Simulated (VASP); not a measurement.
# NaCl in VASP: further runs, part 3 of 3

VASP 6.6.1. The steps go on from the part before.

### Step 5. Electric field gradients, PBEsol (volume scaled by 1.04)

INCAR reads:

```
SYSTEM = NaCl
  PREC = Accurate
  ENCUT = 520
  EDIFF = 1E-8
  ISMEAR = -1
  SIGMA = 0.03
  LREAL = .False.
  LASPH = .True.
  NELM = 60
  ALGO = Normal
  ISIF = 2
  LWAVE = .False.
  LCHARG = .False.
  GGA = PS
  LEFG = .True.
  NBANDS = 14
```

KPOINTS reads:

```
Automatic mesh
0
Gamma
  9 9 9
  0 0 0
```

POSCAR reads:

```
NaCl
1.0
    2.8976358949      0.0000000000      0.0000000000
    0.0000000000      2.8976358949      0.0000000000
    0.0000000000      0.0000000000      2.8976358949
Na Cl
1 1
Direct
    0.0000000000      0.0000000000      0.0000000000
    0.5000000000      0.5000000000      0.5000000000
```

Potentials or basis: VASP PAW PBE potentials, release 64 (Na_pv, Cl).

The run is started by

```sh
$ cat potpaw_PBE.64/Na_pv/POTCAR potpaw_PBE.64/Cl/POTCAR > POTCAR
$ mpirun -np 1 vasp_std > vasp.out
```

OUTCAR:

```text
SYSTEM = NaCl
   PREC = Accurate
   ENCUT = 520
   EDIFF = 1E-8
   ISMEAR = -1
   LREAL = .False.
   LASPH = .True.
   NELM = 60
   ISIF = 2
   GGA = PS

 ion  position               nearest neighbor table
   1  0.000  0.000  0.000-   2 2.51   2 2.51   2 2.51   2 2.51   2 2.51   2 2.51   2 2.51   2 2.51

   2  0.500  0.500  0.500-   1 2.51   1 2.51   1 2.51   1 2.51   1 2.51   1 2.51   1 2.51   1 2.51

  LATTYP: Found a simple cubic cell.
 ALAT       =     2.8976358949

  Lattice vectors:

 A1 = (   2.8976358949,   0.0000000000,   0.0000000000)
 A2 = (   0.0000000000,   2.8976358949,   0.0000000000)
 A3 = (   0.0000000000,   0.0000000000,   2.8976358949)

Analysis of symmetry for initial positions (statically):
=====================================================================
 Subroutine PRICEL returns:
 Original cell was already a primitive cell.

 Routine SETGRP: Setting up the symmetry group for a
 simple cubic supercell.

 Subroutine GETGRP returns: Found 48 space group operations
 (whereof 48 operations were pure point group operations)
 out of a pool of 48 trial point group operations.

The static configuration has the point symmetry O_h .

Analysis of symmetry for dynamics (positions and initial velocities):
=====================================================================
 Subroutine PRICEL returns:
 Original cell was already a primitive cell.

 Routine SETGRP: Setting up the symmetry group for a
 simple cubic supercell.

 Subroutine GETGRP returns: Found 48 space group operations
 (whereof 48 operations were pure point group operations)
 out of a pool of 48 trial point group operations.

The dynamic configuration has the point symmetry O_h .

 Subroutine INISYM returns: Found 48 space group operations
 (whereof 48 operations are pure point group operations),
 and found     1 'primitive' translations

----------------------------------------------------------------------------------------

                                     Primitive cell

  volume of cell :      24.3294

  direct lattice vectors                    reciprocal lattice vectors
     2.897635895  0.000000000  0.000000000     0.345108922  0.000000000  0.000000000
     0.000000000  2.897635895  0.000000000     0.000000000  0.345108922  0.000000000
     0.000000000  0.000000000  2.897635895     0.000000000  0.000000000  0.345108922

  length of vectors
     2.897635895  2.897635895  2.897635895     0.345108922  0.345108922  0.345108922

  position of ions in fractional coordinates (direct lattice)
     0.000000000  0.000000000  0.000000000
     0.500000000  0.500000000  0.500000000

  ion indices of the primitive-cell ions
   primitive index   ion index
                 1           1
                 2           2

----------------------------------------------------------------------------------------

 KPOINTS: Automatic mesh

Automatic generation of k-mesh.
 Grid dimensions read from file:
 generate k-points for:    9    9    9

 Generating k-lattice:

[... 74 lines left out ...]
   EMIN   =  10.00;   EMAX   =-10.00  energy-range for DOS
   EFERMI =   0.00;   METHOD = LEGACY
   ISMEAR =    -1;   SIGMA  =   0.03  broadening in eV -4-tet -1-fermi 0-gaus
   EFERMI_NEDOS =   21; number of points for ismear=-14 and -15
   IALGO  =     38    algorithm
   IMIX   =      4    mixing-type and parameters
     AMIX     =   0.40;   BMIX     =  1.00
     AMIX_MAG =   1.60;   BMIX_MAG =  1.00
  volume/ion in A,a.u.               =      12.16        82.09
  Fermi-wavevector in a.u.,A,eV,Ry     =   1.361676  2.573194 25.227389  1.854161
  Thomas-Fermi vector in A             =   2.488231
   LORBIT       =      0    0 simple, 1 ext, 2 COOP (PROOUT), +10 PAW based schemes
   GGA     = PS    functional components
   LHFCALC =     F    Hartree Fock is set to
   AEXX    =    0.0000 exact exchange contribution
   IVDW    =     0    specifies the selected vdW correction
   LEPSILON=     F    determine dielectric tensor
   LRPA    =     F    only Hartree local field effects (RPA)
 non-spin polarized calculation
  energy-cutoff  :      520.00
  volume of cell :       24.33
 maximum number of plane-waves:       691
 NGX is ok and might be reduce to    24
   NGX = 11   NGY = 11   NGZ = 11

 number of electron      14.0000009 magnetization

 Free energy of the ion-electron system (eV)
  ---------------------------------------------------
  ext. energy  EPLUGINS =         0.00000000
  ---------------------------------------------------
  free energy    TOTEN  =        -5.10432186 eV

  energy without entropy =       -5.10432186  energy(sigma->0) =       -5.10432186

 E-fermi :   6.7972     XC(G=0): -11.3524

 val. band max:        6.1424912779   @ k =   0.4444   0.4444   0.0000
 cond. band min:      10.8378674379   @ k =   0.4444   0.4444   0.0000
 fundamental gap:      4.6953761600
 Fermi energy:         6.7972080535

 k-point     1 :       0.0000    0.0000    0.0000
  band No.  band energies     occupation
      1     -16.2455      2.00000
      2     -16.2455      2.00000
      3     -16.2455      2.00000
      4     -10.4691      2.00000
      5       4.9834      2.00000
      6       4.9834      2.00000
      7       4.9834      2.00000
      8      12.9047      0.00000
      9      12.9047      0.00000
     10      13.0569      0.00000
     11      23.9244      0.00000
     12      23.9244      0.00000
     13      23.9244      0.00000
     14      27.9795      0.00000
[... 377 lines left out ...]
      1     -16.5017      2.00000
      2     -16.4110      2.00000
      3     -16.2222      2.00000
      4      -8.3488      2.00000
      5       0.7980      2.00000
      6       1.9592      2.00000
      7       5.2572      2.00000
      8      12.0737      0.00000
      9      16.8569      0.00000
     10      17.2489      0.00000
     11      18.3992      0.00000
     12      22.1230      0.00000
     13      22.9993      0.00000
     14      27.0808      0.00000

 [... further k-points ...]
[... 5 lines left out ...]
  --------------------------------------------------------------------------------------
  -------------------------------------------------------------------------------------
  Total        7.7428777      7.7428777      7.7428777     -0.0000000     -0.0000000      0.0000000
  in kB      509.8959268    509.8959268    509.8959268     -0.0000000     -0.0000000      0.0000000
  external PRESSURE =     509.8959268 kB  Pullay stress =       0.0000000 kB

 VOLUME and BASIS-vectors are now :
 -----------------------------------------------------------------------------
  energy-cutoff  :      520.00
  volume of cell :       24.33
      direct lattice vectors                 reciprocal lattice vectors
     2.897635895  0.000000000  0.000000000     0.345108922  0.000000000  0.000000000
     0.000000000  2.897635895  0.000000000     0.000000000  0.345108922  0.000000000
     0.000000000  0.000000000  2.897635895     0.000000000  0.000000000  0.345108922

 POSITION                                       TOTAL-FORCE (eV/Angst)
 -----------------------------------------------------------------------------------
      0.00000      0.00000      0.00000         0.000000      0.000000      0.000000
      1.44882      1.44882      1.44882         0.000000      0.000000      0.000000
 -----------------------------------------------------------------------------------
    total drift:                                0.000000     -0.000000     -0.000000

  FREE ENERGIE OF THE ION-ELECTRON SYSTEM (eV)
  ---------------------------------------------------
  free  energy   TOTEN  =        -5.1043218605 eV

  energy  without entropy=       -5.1043218605  energy(sigma->0) =       -5.10432186

 Electric field gradients (V/A^2)
---------------------------------------------------------------------
 ion       V_xx      V_yy      V_zz      V_xy      V_xz      V_yz
---------------------------------------------------------------------
   1       0.000    -0.000    -0.000     0.000    -0.000    -0.000
   2       0.000    -0.000    -0.000     0.000    -0.000    -0.000
---------------------------------------------------------------------

 Electric field gradients after diagonalization (V/A^2)
 (convention: |V_zz| > |V_xx| > |V_yy|)
----------------------------------------------------------------------
 ion       V_xx      V_yy      V_zz     asymmetry (V_yy - V_xx)/ V_zz
----------------------------------------------------------------------
   1       0.000    -0.000    -0.000       0.165
   2      -0.000     0.000    -0.000      -0.233
----------------------------------------------------------------------

           NMR quadrupolar parameters

 Cq : quadrupolar parameter    Cq=e*Q*V_zz/h
 eta: asymmetry parameters     (V_yy - V_xx)/ V_zz
 Q  : nuclear electric quadrupole moment in mb (millibarn)
----------------------------------------------------------------------
 ion       Cq(MHz)       eta       Q (mb)
----------------------------------------------------------------------
   1      -0.000       0.165       1.000
   2      -0.000      -0.233       1.000
----------------------------------------------------------------------
```

stdout:

```text
POSCAR found type information on POSCAR NaCl
 POSCAR found :  2 types and       2 ions
 scaLAPACK will be used
 -----------------------------------------------------------------------------
|                                                                             |
|                                                                             |
|     You enforced a specific xc type in the INCAR file but a different       |
|     I HOPE YOU KNOW WHAT YOU ARE DOING!                                     |
|                                                                             |
 -----------------------------------------------------------------------------

 LDA part: xc-table for (Slater+PW92), standard interpolation
 POSCAR, INCAR and KPOINTS ok, starting setup
 FFT: planning ... GRIDC
 FFT: planning ... GRID_SOFT
 FFT: planning ... GRID
 WAVECAR not read
 entering main loop
ion   1

ion   2
```

It took 14 s on 1 thread of Intel Xeon 8259CL, shared host; peak memory 0.14 GiB.

What came out:

```yaml
Free_energy: -5.1043 eV
Pressure: 51.0 GPa
Band_gap_on_the_k_mesh: 4.70 eV, direct
```

Caveat: without QUAD_EFG the Cq values of the log hold for a quadrupole moment of 1 mb, not for the nuclei; the PAW data sets were made with another functional, which shifts forces and pressure a little. A k mesh can miss the band edges.

### Step 6. Summary

```tsv
cell	gap on the mesh (eV)	pressure (GPa)
a = 2.860 Å, angles 88.8°, 2 atoms	4.55	60.3
a = 2.860, b = 2.860, c = 2.803 Å, 2 atoms	4.28	65.2
a = 2.898 Å, 2 atoms	4.70	51.0
```

Alike in all rows: task electric field gradients; level PBEsol; potentials or basis VASP PAW PBE potentials, release 64 (Na_pv, Cl); no spin polarisation; k mesh 9 × 9 × 9; cutoff (eV) 520; smearing fermi-dirac 0.03 eV.

Caveats: the PAW data sets were made with another functional, which shifts forces and pressure a little.

Absolute energies hang on the potentials; compare differences alone.
